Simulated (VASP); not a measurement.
# C (P6_3/mmc) in VASP: further runs, part 2 of 3

VASP 6.6.1. Earlier steps stand in the parts before.

## (3) Single point, PBEsol+D3(BJ) (9.30 Å³/atom)

INCAR reads:

```
SYSTEM = C
ALGO = Normal
EDIFF = 1E-6
ENCUT = 520
GGA = PS
ISIF = 2
ISMEAR = 0
IVDW = 12
LASPH = .True.
LCHARG = .False.
LREAL = .False.
LWAVE = .False.
NBANDS = 16
NELM = 60
PREC = Accurate
SIGMA = 0.15
```

KPOINTS reads:

```
k-points
0
Gamma
  21 21 8
  0 0 0
```

POSCAR reads:

```
C
1.0
    2.5218914184      0.0000000000      0.0000000000
   -1.2609457092      2.1840220340      0.0000000000
    0.0000000000      0.0000000000      6.7510714912
C
4
Direct
    0.0000000000      0.0000000000      0.0025000000
    0.0000000000      0.0000000000      0.5025000000
    0.3333333333      0.6666666667      0.0025000000
    0.6666666667      0.3333333333      0.5025000000
```

Potentials or basis: VASP PAW PBE potentials, release 64 (C).

Command:

```
> cat potpaw_PBE.64/C/POTCAR > POTCAR
> mpirun -np 1 vasp_std > vasp.out
```

OUTCAR:

```text
SYSTEM = C
   EDIFF = 1E-6
   ENCUT = 520
   GGA = PS
   ISIF = 2
   ISMEAR = 0
   IVDW = 12
   LASPH = .True.
   LREAL = .False.
   NELM = 60
   PREC = Accurate
 IVDW          = 12

 ion  position               nearest neighbor table
   1  0.000  0.000  0.002-   3 1.46   3 1.46   3 1.46
   2  0.000  0.000  0.502-   4 1.46   4 1.46   4 1.46
   3  0.333  0.667  0.002-   1 1.46   1 1.46   1 1.46
   4  0.667  0.333  0.502-   2 1.46   2 1.46   2 1.46

  LATTYP: Found a hexagonal cell.
 ALAT       =     2.5218914184
 C/A-ratio  =     2.6769873762

  Lattice vectors:

 A1 = (   2.5218914184,   0.0000000000,   0.0000000000)
 A2 = (  -1.2609457092,   2.1840220340,   0.0000000000)
 A3 = (   0.0000000000,   0.0000000000,   6.7510714912)

Analysis of symmetry for initial positions (statically):
=====================================================================
 Subroutine PRICEL returns:
 Original cell was already a primitive cell.

 Routine SETGRP: Setting up the symmetry group for a
 hexagonal supercell.

 Subroutine GETGRP returns: Found 24 space group operations
 (whereof  6 operations were pure point group operations)
 out of a pool of 24 trial point group operations.

The static configuration has the point symmetry C_3v.
 The point group associated with its full space group is D_6h.

Analysis of symmetry for dynamics (positions and initial velocities):
=====================================================================
 Subroutine PRICEL returns:
 Original cell was already a primitive cell.

 Routine SETGRP: Setting up the symmetry group for a
 hexagonal supercell.

 Subroutine GETGRP returns: Found 24 space group operations
 (whereof  6 operations were pure point group operations)
 out of a pool of 24 trial point group operations.

The dynamic configuration has the point symmetry C_3v.
 The point group associated with its full space group is D_6h.

 Subroutine INISYM returns: Found 24 space group operations
 (whereof  6 operations are pure point group operations),
 and found     1 'primitive' translations

----------------------------------------------------------------------------------------

                                     Primitive cell

  volume of cell :      37.1840

  direct lattice vectors                    reciprocal lattice vectors
     2.521891418  0.000000000  0.000000000     0.396527778  0.228935419  0.000000000
    -1.260945709  2.184022034  0.000000000     0.000000000  0.457870838  0.000000000
     0.000000000  0.000000000  6.751071491     0.000000000  0.000000000  0.148124635

  length of vectors
     2.521891418  2.521891418  6.751071491     0.457870839  0.457870838  0.148124635

  position of ions in fractional coordinates (direct lattice)
     0.000000000  0.000000000  0.002500000
     0.000000000  0.000000000  0.502500000
     0.333333333  0.666666667  0.002500000
     0.666666667  0.333333333  0.502500000

  ion indices of the primitive-cell ions
   primitive index   ion index
                 1           1
                 2           2
                 3           3
                 4           4

----------------------------------------------------------------------------------------

 KPOINTS: k-points

Automatic generation of k-mesh.
[... 25 lines left out ...]
  0.095238 -0.000000  0.000000      6.000000
  0.142857  0.000000  0.000000      6.000000
  0.190476 -0.000000  0.000000      6.000000
  0.238095 -0.000000  0.000000      6.000000
[... 16 lines left out ...]
  0.142857  0.095238  0.000000     12.000000
  0.190476  0.095238  0.000000     12.000000
 [... further k-points ...]
   k-points           NKPTS =    240   k-points in BZ     NKDIM =    240   number of bands    NBANDS=     16
   number of dos      NEDOS =    301   number of ions     NIONS =      4
   total plane-waves  NPLWV =  20000
   dimension x,y,z NGX =    20 NGY =   20 NGZ =   50
   dimension x,y,z NGXF=    40 NGYF=   40 NGZF=  100
   ions per type =               4
   NGX,Y,Z   is equivalent  to a cutoff of  13.18, 13.18, 12.31 a.u.
   NGXF,Y,Z  is equivalent  to a cutoff of  26.37, 26.37, 24.63 a.u.
 SYSTEM =  C
   PREC   = accura    normal or accurate (medium, high low for compatibility)
   ISTART =      0    job   : 0-new  1-cont  2-samecut
   ICHARG =      2    charge: 1-file 2-atom 10-const
   ISPIN  =      1    spin polarized calculation?
   LNONCOLLINEAR =      F non collinear calculations
   LSORBIT =      F    spin-orbit coupling
   LASPH  =      T    aspherical Exc in radial PAW
   ENCUT  =  520.0 eV  38.22 Ry    6.18 a.u.   4.69  4.69 12.55*2*pi/ulx,y,z
   NELM   =     60;   NELMIN=  2; NELMDL= -5     # of ELM steps
   EDIFF  = 0.1E-05   stopping-criterion for ELM
   LREAL  =      F    real-space projection
   EDIFFG = 0.1E-04   stopping-criterion for IOM
   NSW    =      0    number of steps for IOM
   IBRION =     -1    ionic relax: 0-MD 1-quasi-New 2-CG
   NFREE  =      0    steps in history (QN), initial steepest desc. (CG)
   ISIF   =      2    stress and relaxation
   ISYM   =      2    0-nonsym 1-usesym 2-fastsym
   POTIM  = 0.5000    time-step for ionic-motion
   TEBEG  =    0.0;   TEEND  =   0.0 temperature during run
   PSTRESS=    0.0 pullay stress
   NELECT =      16.0000    total number of electrons
   NUPDOWN=      -1.0000    fix difference up-down
   EMIN   =  10.00;   EMAX   =-10.00  energy-range for DOS
   EFERMI =   0.00;   METHOD = LEGACY
   ISMEAR =     0;   SIGMA  =   0.15  broadening in eV -4-tet -1-fermi 0-gaus
   EFERMI_NEDOS =   21; number of points for ismear=-14 and -15
   IALGO  =     38    algorithm
   IMIX   =      4    mixing-type and parameters
     AMIX     =   0.40;   BMIX     =  1.00
     AMIX_MAG =   1.60;   BMIX_MAG =  1.00
  volume/ion in A,a.u.               =       9.30        62.73
  Fermi-wavevector in a.u.,A,eV,Ry     =   1.235936  2.335581 20.783427  1.527539
  Thomas-Fermi vector in A             =   2.370565
   LORBIT       =      0    0 simple, 1 ext, 2 COOP (PROOUT), +10 PAW based schemes
   GGA     = PS    functional components
   LHFCALC =     F    Hartree Fock is set to
   AEXX    =    0.0000 exact exchange contribution
   IVDW    =    12    specifies the selected vdW correction
   LEPSILON=     F    determine dielectric tensor
   LRPA    =     F    only Hartree local field effects (RPA)
 non-spin polarized calculation
 Gauss-broadening in eV      SIGMA  =   0.15
  energy-cutoff  :      520.00
  volume of cell :       37.18
 maximum number of plane-waves:      1022
 NGX is ok and might be reduce to    20
   NGX =  9   NGY =  9   NGZ = 25

 number of electron      15.9999999 magnetization

 Free energy of the ion-electron system (eV)
  ---------------------------------------------------
  ext. energy  EPLUGINS =         0.00000000
  ---------------------------------------------------
  free energy    TOTEN  =       -38.41294714 eV

  energy without entropy =      -38.41207848  energy(sigma->0) =      -38.41251281

 E-fermi :   4.1358     XC(G=0): -10.3683

 val. band max:        4.1315060716   @ k =   0.3333   0.3333   0.5000
 cond. band min:       4.1362399623   @ k =   0.3333   0.3333   0.2500
 fundamental gap:      0.0047338907
 Fermi energy:         4.1358267483

 k-point     1 :       0.0000    0.0000    0.0000
  band No.  band energies     occupation
      1     -14.9306      2.00000
      2     -14.6254      2.00000
      3      -3.9778      2.00000
      4      -1.9713      2.00000
      5       1.1403      2.00000
      6       1.1403      2.00000
[... 433 lines left out ...]
      3      -2.9102      2.00000
      4      -2.8264      2.00000
      5      -2.2547      2.00000
      6      -1.2191      2.00000
[... 8 lines left out ...]
     15      15.4147      0.00000
     16      15.6573      0.00000

 [... further k-points ...]

------------------------ aborting loop because EDIFF is reached ----------------------------------------

 Edisp (eV)   -0.43020

 E8    (eV) :    -0.2091

  FORCE on cell =-STRESS in cart. coord.  units (eV):
  Direction    XX          YY          ZZ          XY          YZ          ZX
  --------------------------------------------------------------------------------------
  -------------------------------------------------------------------------------------
  Total      -6.66314    -6.66314    -0.16873    -0.00000    -0.00000     0.00000
  in kB    -287.10014  -287.10014    -7.27006    -0.00000    -0.00000     0.00000
  external pressure =     -193.82 kB  Pullay stress =        0.00 kB

 VOLUME and BASIS-vectors are now :
 -----------------------------------------------------------------------------
  energy-cutoff  :      520.00
  volume of cell :       37.18
      direct lattice vectors                 reciprocal lattice vectors
     2.521891418  0.000000000  0.000000000     0.396527778  0.228935419  0.000000000
    -1.260945709  2.184022034  0.000000000     0.000000000  0.457870838  0.000000000
     0.000000000  0.000000000  6.751071491     0.000000000  0.000000000  0.148124635

 POSITION                                       TOTAL-FORCE (eV/Angst)
 -----------------------------------------------------------------------------------
      0.00000      0.00000      0.01688        -0.000000      0.000000      0.000000
      0.00000      0.00000      3.39241         0.000000     -0.000000     -0.000000
     -0.00000      1.45601      0.01688         0.000000      0.000000     -0.000000
      1.26095      0.72801      3.39241        -0.000000      0.000000     -0.000000
 -----------------------------------------------------------------------------------
    total drift:                                0.000000      0.000000     -0.000007

  FREE ENERGIE OF THE ION-ELECTRON SYSTEM (eV)
  ---------------------------------------------------
  free  energy   TOTEN  =       -38.8431507442 eV

  energy  without entropy=      -38.8422820835  energy(sigma->0) =      -38.84271641
```

OSZICAR:

```text
N       E                     dE             d eps       ncg     rms          rms(c)
DAV:   1     0.278036402521E+02    0.27804E+02   -0.78502E+03  7696   0.927E+02
DAV:   2    -0.375779079857E+02   -0.65382E+02   -0.59495E+02 11008   0.178E+02
DAV:   3    -0.402497118987E+02   -0.26718E+01   -0.26591E+01 10016   0.336E+01
DAV:   4    -0.402733522421E+02   -0.23640E-01   -0.23622E-01  9816   0.374E+00
DAV:   5    -0.402737339992E+02   -0.38176E-03   -0.38174E-03  9728   0.455E-01    0.822E+00
DAV:   6    -0.388609321296E+02    0.14128E+01   -0.94102E-01  9288   0.601E+00    0.477E+00
DAV:   7    -0.384097840872E+02    0.45115E+00   -0.11465E+00  9632   0.676E+00    0.115E+00
DAV:   8    -0.384135566020E+02   -0.37725E-02   -0.56412E-02  9336   0.140E+00    0.199E-01
DAV:   9    -0.384128246941E+02    0.73191E-03   -0.13889E-03  9640   0.254E-01    0.712E-02
DAV:  10    -0.384129537691E+02   -0.12907E-03   -0.35007E-04  8776   0.116E-01    0.516E-02
DAV:  11    -0.384129467426E+02    0.70264E-05   -0.29914E-05  9816   0.368E-02    0.427E-03
DAV:  12    -0.384129471390E+02   -0.39636E-06   -0.11393E-06  8768   0.695E-03
   1 F= -.38843151E+02 E0= -.38842716E+02  d E =-.868661E-03
```

It took 49 s on 1 thread of Intel Xeon 6975P-C (Granite Rapids), shared host; peak memory 0.22 GiB.

What came out:

```yaml
Free_energy: -38.8432 eV
Pressure: -19.4 GPa
Band_gap_on_the_k_mesh: zero (bands 8 and 9 overlap by 0.03 eV)
Dispersion_energy_per_atom: -0.108 eV
```

Caveat: the cell stands under tension; the PAW data sets were made with another functional, which shifts forces and pressure a little.

(Continued in part 3 of 3.)
